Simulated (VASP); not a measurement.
Input of a VASP 6.6.1 run:

File INCAR:

```
PREC = Accurate
ENCUT = 520
EDIFF = 1E-6
ISMEAR = 0
SIGMA = 0.1
LREAL = F
LASPH = T
NELM = 60
ALGO = Normal
ISIF = 2
LWAVE = F
LCHARG = F
GGA = PE
NBANDS = 28
```

Contents of KPOINTS:

```
regular mesh
0
Gamma
  6 6 4
```

The input POSCAR:

```
SnGeO2
1.0
    3.6672257500      0.0000000000      0.0000000000
   -1.8336128700      3.1759106600      0.0000000000
    0.0000000000      0.0000000000      6.6565430200
Sn Ge O
1 1 2
Direct
    0.0000000000      0.0000000000      0.5000000000
    0.3333333300      0.6666666700      0.5000000000
    0.0000000000      0.0000000000      0.0000000000
    0.6666666700      0.3333333300      0.0000000000
```

Potentials or basis: VASP PAW PBE potentials, release 64 (Sn_d, Ge_d, O).

Run with:

```sh
$ cat potpaw_PBE.64/Sn_d/POTCAR potpaw_PBE.64/Ge_d/POTCAR potpaw_PBE.64/O/POTCAR > POTCAR
$ mpirun -np 1 vasp_std > vasp.out
```

Q: Estimate the pressure.

A: 31.4 GPa.

Q: What does it give for the band gap on the k mesh?

A: Zero (bands 20 and 21 overlap by 0.35 eV).

Stress tensor (GPa, compression positive):
```
50.12  0.00  0.00
 0.00 50.12  0.00
 0.00  0.00 -5.96
```

Caveat: the stress differs along the axes, from -6 to 50 GPa; spin-orbit coupling is left out, which moves the levels of the heavy elements.
